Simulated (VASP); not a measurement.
Ir2Ru3, 10 atoms in the cell. The structure is hexagonal, space group P6_3/mmc (No. 194). The conventional cell has a = 2.710 Å, b = 2.710 Å, c = 21.551 Å, α = 90.00°, β = 90.00°, γ = 120.00°. Within 3.5 Å of Ru (site symmetry 3m) lie 3 Ir at 2.66 Å and 9 Ru at 2.66 to 2.71 Å. Ru (site symmetry -6m2) has 6 Ir at 2.66 Å and 6 Ru at 2.71 Å within 3.5 Å. Ir (site symmetry 3m) has 6 Ru at 2.66 Å and 6 Ir at 2.71 Å within 3.5 Å. 

- Program: VASP 6.6.1
- Task: relaxation of cell and atoms
- Functional: PBE
- Potentials or basis: VASP PAW PBE potentials, release 64 (Ru_pv, Ir)
- Cutoff: 600 eV
- k mesh: 6 × 6 × 1
- Occupations: gaussian, width 0.1 eV
- Spin: no spin polarisation
- Dipole correction: no
- Further INCAR settings: ALGO = Fast; EDIFF = 1e-06; IBRION = 2; EDIFFG = -0.04; NSW = 90; ISIF = 3

Potentials or basis: VASP PAW PBE potentials, release 64 (Ru_pv, Ir).

The run is started by

```sh
$ cat potpaw_PBE.64/Ru_pv/POTCAR potpaw_PBE.64/Ir/POTCAR > POTCAR
$ mpirun -np 1 vasp_std > vasp.out
```

Hardware: 1 thread of Intel(R) Xeon(R) Platinum 8488C (Sapphire Rapids), on a shared host.

Question: Estimate the wall time of this run.

Answer: Run time: 24 min on 1 thread of Intel(R) Xeon(R) Platinum 8488C (Sapphire Rapids), with other jobs on the host, peak memory 0.36 GiB. Counts: scf iterations 147, k points 7, ion steps 11.
